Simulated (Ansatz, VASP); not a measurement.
## One calculation of CoC, two programs

```
Co C
1.0
     0.00000    2.07520    2.07520
     2.07520    0.00000    2.07520
     2.07520    2.07520    0.00000
Co C
1 1
Direct
  0.00000 0.00000 0.00000
  0.50000 0.50000 0.50000
```

Alike in both runs: task relaxation of cell and atoms; functional r2SCAN; k mesh 8 × 8 × 8; occupations gaussian, width 0.1 eV; collinear spin.

|  | VASP | Ansatz |
| --- | --- | --- |
| version | VASP 6.6.1 | Ansatz 0.2.0 |
| potentials or method | VASP PAW PBE potentials, release 64 (Co, C), cutoff 600 eV | scalar-relativistic, plane waves, PAW |
| valence electrons in the cell | 13 | 21 |

Ansatz gave:

| Item | Value |
| --- | --- |
| gap on the k mesh at the Fermi level, each at its own relaxed structure (eV) | none |
| net moment per atom (μB) | 0.25 |
| size of the moment on the site where the two differ most (μB) | 0.39 |
| relaxed volume (Å³/atom) | 7.91 |
| relaxed cell length with the largest relative difference (Å) | 2.818 |

Estimate VASP's values.

gap on the k mesh at the Fermi level, each at its own relaxed structure (eV): none; net moment per atom (μB): 0.25; size of the moment on the site where the two differ most (μB): 0.41; relaxed volume (Å³/atom): 7.93; relaxed cell length with the largest relative difference (Å): 2.820.

VASP's potentials were made for PBE, not for r2SCAN. Site moments also hang on the region over which each program counts them. A gap of «none» marks a metal or a gap that the smearing closes. VASP's potentials hold 13 valence electrons a cell and Ansatz's 21, so a difference there can come from the potentials and not from the codes.
